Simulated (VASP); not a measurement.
BAs: single point with PBE

The system is BAs.

```
CELL_PARAMETERS angstrom
3.18683 0.00000 0.00000
0.00000 3.33868 0.00000
0.00000 0.00000 4.63732
ATOMIC_POSITIONS crystal
B 0.50000 0.00000 0.75130
B 0.00000 0.50000 0.24870
As 0.50000 0.00000 0.24978
As 0.00000 0.50000 0.75022
```

```json
{
  "Program": "VASP 6.6.1",
  "Task": "single point",
  "Functional": "PBE",
  "Potentials or basis": "VASP PAW PBE potentials, release 64 (B, As)",
  "Cutoff": "500 eV",
  "k mesh": "6 × 4 × 5",
  "Occupations": "gaussian, width 0.2 eV",
  "Spin": "no spin polarisation"
}
```

The pressure is 0.2 GPa and the largest force is 0.026 eV/Å. The band gap on the k mesh is zero (band 8 reaches 8.39 eV, above the bottom of band 9 at 3.80 eV).

Forces on the atoms (eV/Å):
```
B    0.000  0.000 -0.026
B    0.000  0.000  0.026
As   0.000  0.000  0.007
As   0.000  0.000 -0.007
```

Stress tensor (GPa, compression positive):
```
 0.08  0.00  0.00
 0.00 -0.22  0.00
 0.00  0.00  0.66
```

Levels at points of the mesh, in eV from the Fermi level:
```tsv
k point	band 4	band 5	band 6	band 7	band 8	band 9	band 10	band 11	band 12	band 13
(0.00, 0.00, 0.00)	-4.08	-3.31	-3.11	-0.41	0.10	0.49	3.37	3.88	7.55	7.64
(0.50, 0.00, 0.00)	-6.63	-4.60	-4.60	-0.40	-0.40	1.50	1.50	3.21	3.21	6.80
(0.00, 0.50, 0.00)	-6.85	-4.83	-4.83	0.23	0.23	2.36	2.36	3.79	3.79	7.71
(0.50, 0.50, 0.00)	-7.76	-3.68	-3.68	-3.59	-3.59	-3.35	-3.35	3.77	3.77	10.47
```

It took 8.6 s on 1 thread of Intel(R) Xeon(R) 6975P-C (Granite Rapids) (shared host), peak memory 0.16 GiB.

Caveat: the k points lie up to 0.47 Å⁻¹ apart.
